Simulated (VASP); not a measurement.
Runs of VASP 6.6.1 on Co. The structure is that of space group Fd-3m (No. 227), or close to it. The cells are those of the table. This isn't the form of Co at room conditions, which is hcp.

```csv
task,cell,k mesh,cutoff (eV),gap on the mesh (eV),pressure (GPa)
single point,"a = 3.432 Å, angles 60.0°, 2 atoms",13 × 13 × 13,520,none,-0.4
single point,"a = 3.432 Å, angles 60.0°, 2 atoms",18 × 18 × 18,520,none,-0.4
relaxation of cell and atoms,"relaxed from a = 3.484 Å, angles 60.0°, 2 atoms",11 × 11 × 11,600,none,0.0
single point,"a = 3.564 Å, angles 60.0°, 2 atoms",13 × 13 × 13,520,none,-12.9
single point,"a = 3.386 Å, angles 60.0°, 2 atoms",13 × 13 × 13,520,none,6.0
single point,"a = 3.432 Å, angles 60.0°, 2 atoms",11 × 11 × 11,520,none,(b)
single point,"a = 3.521 Å, angles 60.0°, 2 atoms",13 × 13 × 13,520,none,-9.6
single point,"a = 3.289 Å, angles 60.0°, 2 atoms",13 × 13 × 13,520,none,24.0
single point,"a = 3.338 Å, angles 60.0°, 2 atoms",13 × 13 × 13,520,none,(a)
single point,"a = 3.477 Å, angles 60.0°, 2 atoms",13 × 13 × 13,520,none,-5.5
```

Alike in all rows: level r2SCAN; potentials or basis VASP PAW PBE potentials, release 64 (Co); no spin polarisation; smearing fermi-dirac 0.1 eV.

**Question.** Fill in the values left out.

**Answer.** (a) 14.0; (b) -0.5.

Caveats: the PAW data sets were made with another functional, which shifts forces and pressure a little; the run has no spin polarisation, though such a crystal can be magnetic; the cell stands under tension (at least some runs); the cell stands under pressure (at least some runs).

A gap of «none» marks levels without a gap at the run's occupations.
